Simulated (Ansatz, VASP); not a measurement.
# Pd: VASP beside Ansatz

INCAR

```
SYSTEM = Pd
PREC = Accurate ; ENCUT = 520
EDIFF = 1E-7 ; ISMEAR = 0
SIGMA = 0.1 ; LREAL = .FALSE.
LASPH = .TRUE. ; NELM = 80
ALGO = Normal ; ISIF = 2
LWAVE = .FALSE. ; LCHARG = .FALSE.
GGA = PS ; NBANDS = 22
```

The input KPOINTS:

```
regular mesh
0
G
  6 6 6
  0 0 0
```

Contents of POSCAR:

```
Pd
1.0
    1.3937257157      0.8046679171      6.8207604197
   -1.3937257157      0.8046679171      6.8207604197
    0.0000000000     -1.6093358343      6.8207604197
Pd
3
Direct
    0.0000000000      0.0000000000      0.0000000000
    0.7776871195      0.7776871195      0.7776871195
    0.2223128805      0.2223128805      0.2223128805
```

Input for Ansatz:

```yaml
crystal:
  lattice:
    - [1.3937257157, 0.8046679171, 6.8207604197]
    - [-1.3937257157, 0.8046679171, 6.8207604197]
    - [0.0, -1.6093358343, 6.8207604197]
  atoms:
    - { symbol: Pd, position: [0.0, 0.0, 0.0] }
    - { symbol: Pd, position: [0.7776871195, 0.7776871195, 0.7776871195] }
    - { symbol: Pd, position: [0.2223128805, 0.2223128805, 0.2223128805] }
basis:
  ecutwfc: 420
kpoints:
  mp_grid: { grid: [6, 6, 6] }
hamiltonian:
  xc: pbesol
scf:
  occupations: { method: gaussian, width: 0.1 }
output:
  forces: true
  stress: true
  eigenvalues: true
```

Alike in both runs: task single point; functional PBEsol; k mesh 6 × 6 × 6; occupations gaussian, width 0.1 eV; no spin polarisation.

```csv
,VASP,Ansatz
version,VASP 6.6.1,Ansatz 0.2.0
potentials or method,"VASP PAW PBE potentials, release 64 (Pd), cutoff 520 eV","scalar-relativistic, plane waves, PAW"
valence electrons in the cell,30,54
```

VASP gave:

| Quantity | Value |
| --- | --- |
| gap on the k mesh at the Fermi level (eV) | none |
| pressure (GPa) | -9.5 |
| traceless stress, the component that is largest in VASP (GPa) | 1.89 |
| rms of the force components (eV/Å) | 0.023 |

Q: Estimate Ansatz's values.

A: gap on the k mesh at the Fermi level (eV): none; pressure (GPa): -9.2; traceless stress, the component that is largest in VASP (GPa): 1.92; rms of the force components (eV/Å): 0.023.

VASP's potentials were made for PBE, not for PBEsol. Atom by atom the forces differ by 0.000 eV/Å (rms over components). A gap of «none» marks a metal or a gap that the smearing closes. The functional is the same, so the differences come from potentials, cutoffs and numerics. VASP's potentials hold 30 valence electrons a cell and Ansatz's 54, so a difference there can come from the potentials and not from the codes.

The k mesh is coarse, so the values compare programs but aren't converged.
